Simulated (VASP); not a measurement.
A run of VASP 6.6.1:

File INCAR:

```
PREC = Accurate ; ENCUT = 520
EDIFF = 1E-7 ; ISMEAR = 0
SIGMA = 0.1 ; LREAL = F
LASPH = T ; NELM = 100
ALGO = Fast ; ISIF = 2
LWAVE = F ; LCHARG = F
GGA = PS ; IVDW = 12
NBANDS = 24
```

File KPOINTS:

```
regular mesh
0
Gamma
  12 12 8
```

The input POSCAR:

```
Al3Cu2
1.0
    4.0555559612      0.0000000000      0.0000000000
   -2.0277779806      3.5122144889      0.0000000000
    0.0000000000      0.0000000000      4.9327652340
Al Cu
3 2
Direct
    0.0000000000      0.0000000000      0.0000000000
    0.3333333333      0.6666666667      0.3518899630
    0.6666666667      0.3333333333      0.6481100370
    0.3333333333      0.6666666667      0.8424331204
    0.6666666667      0.3333333333      0.1575668796
```

Potentials or basis: VASP PAW PBE potentials, release 64 (Al, Cu).

Command:

```bash
$ cat potpaw_PBE.64/Al/POTCAR potpaw_PBE.64/Cu/POTCAR > POTCAR
$ mpirun -np 1 vasp_std > vasp.out
```

Hardware: 1 thread of Intel(R) Xeon(R) 6975P-C (Granite Rapids) (shared host).

Q: How long does it take, and how much memory?

A: Wall time 2.7 min on 1 thread of Intel(R) Xeon(R) 6975P-C (Granite Rapids), on a shared host, peak memory 0.32 GiB. Counts: scf iterations 24, k points 131.
